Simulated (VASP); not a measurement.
Set up this calculation in VASP 6.6.1, as the native input.

```
Task                   : single point
Functional             : PBE
Potentials or basis    : VASP PAW PBE potentials, release 64 (W_sv)
Cutoff                 : 520 eV
k mesh                 : 11 × 11 × 21
Occupations            : gaussian, width 0.1 eV
Spin                   : no spin polarisation
Dipole correction      : no
Further INCAR settings : ALGO = Normal; EDIFF = 1e-07; NBANDS = 13; ISYM = 0
```

The structure of W lies in POSCAR:

```
W
1.0
    3.1835586448      0.0000000000      0.0000000000
    0.0000000000      3.1835586448      0.0000000000
    1.5917793224     -1.5917793224      1.5917793224
W
1
Direct
    0.0000000000      0.0000000000      0.0000000000
```

The input as run:

INCAR

```
PREC = Accurate
ENCUT = 520
EDIFF = 1E-7
ISMEAR = 0
SIGMA = 0.1
LREAL = False
LASPH = True
NELM = 60
ALGO = Normal
ISIF = 2
LWAVE = False
LCHARG = False
GGA = PE
ISYM = 0
NBANDS = 13
```

KPOINTS

```
Automatic mesh
0
Gamma
  11 11 21
```

Potentials or basis: VASP PAW PBE potentials, release 64 (W_sv).

Command:

```console
$ cat potpaw_PBE.64/W_sv/POTCAR > POTCAR
$ mpirun -np 1 vasp_std > vasp.out
```

Results of the run:

```
Pressure               : 0.4 GPa
Band gap on the k mesh : zero (bands 7 and 8 overlap by 5.96 eV)
```

Caveat: spin-orbit coupling is left out, which moves the levels of the heavy elements.

Wall time 2.7 min on 1 thread of Intel(R) Xeon(R) Platinum 8259CL CPU @ 2.50GHz (Skylake/Cascade Lake) (shared host), peak memory 0.36 GiB.
